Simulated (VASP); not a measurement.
# K (P6_3/mmc) in VASP: a series of runs

The runs below take K through single point, relaxation of cell and atoms, with PBE, HSE06.

Program: VASP 6.6.1. These are calculated values, not measurements. Logs are shortened: lines on timing, memory, paths and dates and some standing lists are left out, and cuts for length are marked.

## Step 1: The cell of the first run

It takes space group P6_3/mmc (No. 194, hexagonal). Conventional cell: a = 4.653 Å, b = 4.653 Å, c = 7.587 Å, α = 90.00°, β = 90.00°, γ = 120.00°.

This isn't the form of K at room conditions, which is bcc.

## Step 2: Single point, PBE (71.12 Å³/atom)

Input file INCAR:

```
SYSTEM = K
ALGO     = Normal         ! electronic algorithm
EDIFF    = 1E-6           ! SCF threshold, eV
ENCUT    = 520            ! plane-wave cutoff, eV
GGA      = PE             ! functional
ISIF     = 2              ! what is computed and relaxed
ISMEAR   = -1             ! smearing method
LASPH    = .True.         ! aspherical terms in the spheres
LCHARG   = .True.         ! write CHGCAR
LELF     = .True.         ! ELF
LREAL    = .False.        ! projectors in reciprocal space
LVHAR    = .True.       
LWAVE    = .False.        ! write WAVECAR
NBANDS   = 16             ! bands
NELM     = 80             ! most SCF steps
PREC     = Accurate       ! precision mode
SIGMA    = 0.1            ! smearing width, eV
```

Input file KPOINTS:

```
k-points
0
Gamma
  13 13 7
  0 0 0
```

Input file POSCAR:

```
K
1.0
    4.6530426881      0.0000000000      0.0000000000
   -2.3265213440      4.0296531728      0.0000000000
    0.0000000000      0.0000000000      7.5865984622
K
2
Direct
    0.3333333333      0.6666666667      0.2500000000
    0.6666666667      0.3333333333      0.7500000000
```

Potentials or basis: VASP PAW PBE potentials, release 64 (K_sv).

Run with:

```bash
$ cat potpaw_PBE.64/K_sv/POTCAR > POTCAR
$ mpirun -np 1 vasp_std > vasp.out
```

OUTCAR:

```text
SYSTEM = K
   EDIFF = 1E-6
   ENCUT = 520
   GGA = PE
   ISIF = 2
   ISMEAR = -1
   LASPH = .True.
   LREAL = .False.
   NELM = 80
   PREC = Accurate

 ion  position               nearest neighbor table
   1  0.333  0.667  0.250-
   2  0.667  0.333  0.750-

  LATTYP: Found a hexagonal cell.
 ALAT       =     4.6530426881
 C/A-ratio  =     1.6304596735

  Lattice vectors:

 A1 = (   4.6530426881,   0.0000000000,   0.0000000000)
 A2 = (  -2.3265213440,   4.0296531728,   0.0000000000)
 A3 = (   0.0000000000,   0.0000000000,   7.5865984622)

Analysis of symmetry for initial positions (statically):
=====================================================================
 Subroutine PRICEL returns:
 Original cell was already a primitive cell.

 Routine SETGRP: Setting up the symmetry group for a
 hexagonal supercell.

 Subroutine GETGRP returns: Found 24 space group operations
 (whereof 12 operations were pure point group operations)
 out of a pool of 24 trial point group operations.

The static configuration has the point symmetry D_3d.
 The point group associated with its full space group is D_6h.

Analysis of symmetry for dynamics (positions and initial velocities):
=====================================================================
 Subroutine PRICEL returns:
 Original cell was already a primitive cell.

 Routine SETGRP: Setting up the symmetry group for a
 hexagonal supercell.

 Subroutine GETGRP returns: Found 24 space group operations
 (whereof 12 operations were pure point group operations)
 out of a pool of 24 trial point group operations.

The dynamic configuration has the point symmetry D_3d.
 The point group associated with its full space group is D_6h.

 Subroutine INISYM returns: Found 24 space group operations
 (whereof 12 operations are pure point group operations),
 and found     1 'primitive' translations

----------------------------------------------------------------------------------------

                                     Primitive cell

  volume of cell :     142.2498

  direct lattice vectors                    reciprocal lattice vectors
     4.653042688  0.000000000  0.000000000     0.214913137  0.124080157  0.000000000
    -2.326521344  4.029653173  0.000000000     0.000000000  0.248160315  0.000000000
     0.000000000  0.000000000  7.586598462     0.000000000  0.000000000  0.131811378

  length of vectors
     4.653042688  4.653042688  7.586598462     0.248160315  0.248160315  0.131811378

  position of ions in fractional coordinates (direct lattice)
     0.333333333  0.666666667  0.250000000
     0.666666667  0.333333333  0.750000000

  ion indices of the primitive-cell ions
   primitive index   ion index
                 1           1
                 2           2

----------------------------------------------------------------------------------------

 KPOINTS: k-points

Automatic generation of k-mesh.
 Grid dimensions read from file:
 generate k-points for:   13   13    7

 Generating k-lattice:

  Cartesian coordinates                     Fractional coordinates (reciprocal lattice)
     0.016531780  0.009544627  0.000000000     0.076923077 -0.000000000  0.000000000
     0.000000000  0.019089255  0.000000000     0.000000000  0.076923077  0.000000000
     0.000000000  0.000000000  0.018830197     0.000000000  0.000000000  0.142857143

  Length of vectors
     0.019089255  0.019089255  0.018830197

  Shift w.r.t. Gamma in fractional coordinates (k-lattice)
     0.000000000  0.000000000  0.000000000

 Subroutine IBZKPT returns following result:
 ===========================================

 Found     84 irreducible k-points:

 Following reciprocal coordinates:
            Coordinates               Weight
  0.000000  0.000000  0.000000      1.000000
  0.076923  0.000000  0.000000      6.000000
  0.153846  0.000000  0.000000      6.000000
  0.230769 -0.000000  0.000000      6.000000
  0.307692  0.000000  0.000000      6.000000
  0.384615  0.000000  0.000000      6.000000
[... 16 lines left out ...]
  0.076923  0.000000  0.142857     12.000000
  0.153846  0.000000  0.142857     12.000000
 [... further k-points ...]
   k-points           NKPTS =     84   k-points in BZ     NKDIM =     84   number of bands    NBANDS=     16
   number of dos      NEDOS =    301   number of ions     NIONS =      2
   total plane-waves  NPLWV =  72576
   dimension x,y,z NGX =    36 NGY =   36 NGZ =   56
   dimension x,y,z NGXF=    72 NGYF=   72 NGZF=  112
   ions per type =               2
   NGX,Y,Z   is equivalent  to a cutoff of  12.86, 12.86, 12.27 a.u.
   NGXF,Y,Z  is equivalent  to a cutoff of  25.72, 25.72, 24.54 a.u.
 SYSTEM =  K
   PREC   = accura    normal or accurate (medium, high low for compatibility)
   ISTART =      0    job   : 0-new  1-cont  2-samecut
   ICHARG =      2    charge: 1-file 2-atom 10-const
   ISPIN  =      1    spin polarized calculation?
   LNONCOLLINEAR =      F non collinear calculations
   LSORBIT =      F    spin-orbit coupling
   LASPH  =      T    aspherical Exc in radial PAW
   ENCUT  =  520.0 eV  38.22 Ry    6.18 a.u.   8.65  8.65 14.11*2*pi/ulx,y,z
   NELM   =     80;   NELMIN=  2; NELMDL= -5     # of ELM steps
   EDIFF  = 0.1E-05   stopping-criterion for ELM
   LREAL  =      F    real-space projection
   EDIFFG = 0.1E-04   stopping-criterion for IOM
   NSW    =      0    number of steps for IOM
   IBRION =     -1    ionic relax: 0-MD 1-quasi-New 2-CG
   NFREE  =      0    steps in history (QN), initial steepest desc. (CG)
   ISIF   =      2    stress and relaxation
   ISYM   =      2    0-nonsym 1-usesym 2-fastsym
   POTIM  = 0.5000    time-step for ionic-motion
   TEBEG  =    0.0;   TEEND  =   0.0 temperature during run
   PSTRESS=    0.0 pullay stress
   NELECT =      18.0000    total number of electrons
   NUPDOWN=      -1.0000    fix difference up-down
   EMIN   =  10.00;   EMAX   =-10.00  energy-range for DOS
   EFERMI =   0.00;   METHOD = LEGACY
   ISMEAR =    -1;   SIGMA  =   0.10  broadening in eV -4-tet -1-fermi 0-gaus
   EFERMI_NEDOS =   21; number of points for ismear=-14 and -15
   IALGO  =     38    algorithm
   IMIX   =      4    mixing-type and parameters
     AMIX     =   0.40;   BMIX     =  1.00
     AMIX_MAG =   1.60;   BMIX_MAG =  1.00
  volume/ion in A,a.u.               =      71.12       479.97
  Fermi-wavevector in a.u.,A,eV,Ry     =   0.821893  1.553152  9.190837  0.675507
  Thomas-Fermi vector in A             =   1.933132
   LORBIT       =      0    0 simple, 1 ext, 2 COOP (PROOUT), +10 PAW based schemes
   GGA     = PE    functional components
   LHFCALC =     F    Hartree Fock is set to
   AEXX    =    0.0000 exact exchange contribution
   IVDW    =     0    specifies the selected vdW correction
   LEPSILON=     F    determine dielectric tensor
   LRPA    =     F    only Hartree local field effects (RPA)
 non-spin polarized calculation
  energy-cutoff  :      520.00
  volume of cell :      142.25
 maximum number of plane-waves:      3861
 NGX is ok and might be reduce to    36
   NGX = 17   NGY = 17   NGZ = 29

 number of electron      17.9999999 magnetization

 Free energy of the ion-electron system (eV)
  ---------------------------------------------------
  ext. energy  EPLUGINS =         0.00000000
  ---------------------------------------------------
  free energy    TOTEN  =        -2.11771238 eV

  energy without entropy =       -2.06635008  energy(sigma->0) =       -2.09203123

 E-fermi :  -0.0411     XC(G=0):  -5.7317

 val. band max:       -0.0681653380   @ k =   0.3077   0.2308   0.1429
 cond. band min:      -0.0201231908   @ k =   0.1538   0.0000   0.1429
 fundamental gap:      0.0480421472
 Fermi energy:        -0.0410827983

 k-point     1 :       0.0000    0.0000    0.0000
  band No.  band energies     occupation
      1     -32.1508      2.00000
      2     -32.1464      2.00000
      3     -15.6740      2.00000
      4     -15.6097      2.00000
      5     -15.6097      2.00000
      6     -15.5992      2.00000
[... 8 lines left out ...]
     15       4.4742      0.00000
     16       4.4742      0.00000

 k-point     2 :       0.0769    0.0000    0.0000
  band No.  band energies     occupation
      1     -32.1506      2.00000
      2     -32.1463      2.00000
      3     -15.6726      2.00000
      4     -15.6129      2.00000
      5     -15.6107      2.00000
      6     -15.6026      2.00000
[... 8 lines left out ...]
     15       4.3483      0.00000
     16       4.5388      0.00000

 k-point     3 :       0.1538    0.0000    0.0000
  band No.  band energies     occupation
      1     -32.1500      2.00000
      2     -32.1460      2.00000
      3     -15.6685      2.00000
      4     -15.6219      2.00000
      5     -15.6135      2.00000
      6     -15.6118      2.00000
[... 8 lines left out ...]
     15       4.3382      0.00000
     16       4.5107      0.00000

 k-point     4 :       0.2308   -0.0000    0.0000
  band No.  band energies     occupation
      1     -32.1491      2.00000
      2     -32.1456      2.00000
      3     -15.6622      2.00000
      4     -15.6346      2.00000
      5     -15.6245      2.00000
      6     -15.6174      2.00000
[... 8 lines left out ...]
     15       4.3637      0.00000
     16       4.3999      0.00000
[... 324 lines left out ...]
 k-point    22 :       0.0000    0.0000    0.1429
  band No.  band energies     occupation
      1     -32.1506      2.00000
      2     -32.1466      2.00000
      3     -15.6704      2.00000
      4     -15.6092      2.00000
      5     -15.6092      2.00000
      6     -15.6025      2.00000
[... 8 lines left out ...]
     15       4.4135      0.00000
     16       4.4135      0.00000

 k-point    23 :       0.0769    0.0000    0.1429
  band No.  band energies     occupation
      1     -32.1504      2.00000
      2     -32.1465      2.00000
      3     -15.6691      2.00000
      4     -15.6123      2.00000
      5     -15.6102      2.00000
      6     -15.6053      2.00000
[... 8 lines left out ...]
     15       4.2291      0.00000
     16       4.4564      0.00000

 k-point    24 :       0.1538    0.0000    0.1429
  band No.  band energies     occupation
      1     -32.1498      2.00000
      2     -32.1462      2.00000
      3     -15.6656      2.00000
      4     -15.6210      2.00000
      5     -15.6141      2.00000
      6     -15.6129      2.00000
[... 8 lines left out ...]
     15       4.1796      0.00000
     16       4.5107      0.00000

 [... further k-points ...]

------------------------ aborting loop because EDIFF is reached ----------------------------------------

  FORCE on cell =-STRESS in cart. coord.  units (eV):
  Direction    XX          YY          ZZ          XY          YZ          ZX
  --------------------------------------------------------------------------------------
  -------------------------------------------------------------------------------------
  Total        0.1302831      0.1302831      0.1397364      0.0000000      0.0000000      0.0000000
  in kB        1.4673944      1.4673944      1.5738684      0.0000000      0.0000000      0.0000000
  external PRESSURE =       1.5028858 kB  Pullay stress =       0.0000000 kB

 VOLUME and BASIS-vectors are now :
 -----------------------------------------------------------------------------
  energy-cutoff  :      520.00
  volume of cell :      142.25
      direct lattice vectors                 reciprocal lattice vectors
     4.653042688  0.000000000  0.000000000     0.214913137  0.124080157  0.000000000
    -2.326521344  4.029653173  0.000000000     0.000000000  0.248160315  0.000000000
     0.000000000  0.000000000  7.586598462     0.000000000  0.000000000  0.131811378

 POSITION                                       TOTAL-FORCE (eV/Angst)
 -----------------------------------------------------------------------------------
     -0.00000      2.68644      1.89665        -0.000000      0.000000      0.000000
      2.32652      1.34322      5.68995         0.000000     -0.000000      0.000000
 -----------------------------------------------------------------------------------
    total drift:                               -0.000000      0.000000     -0.000000

  FREE ENERGIE OF THE ION-ELECTRON SYSTEM (eV)
  ---------------------------------------------------
  free  energy   TOTEN  =        -2.1177123845 eV

  energy  without entropy=       -2.0663500783  energy(sigma->0) =       -2.09203123
```

Run time: 59 s. Hardware: 1 thread of Intel Xeon 6975P-C (Granite Rapids), shared host; peak memory 0.34 GiB.

Results:

| Property | Result |
| --- | --- |
| Free energy | -2.1177 eV |
| Pressure | 0.2 GPa |
| Band gap on the k mesh | zero (bands 9 and 10 overlap by 2.12 eV) |

(Part 1 of 2 ends here.)
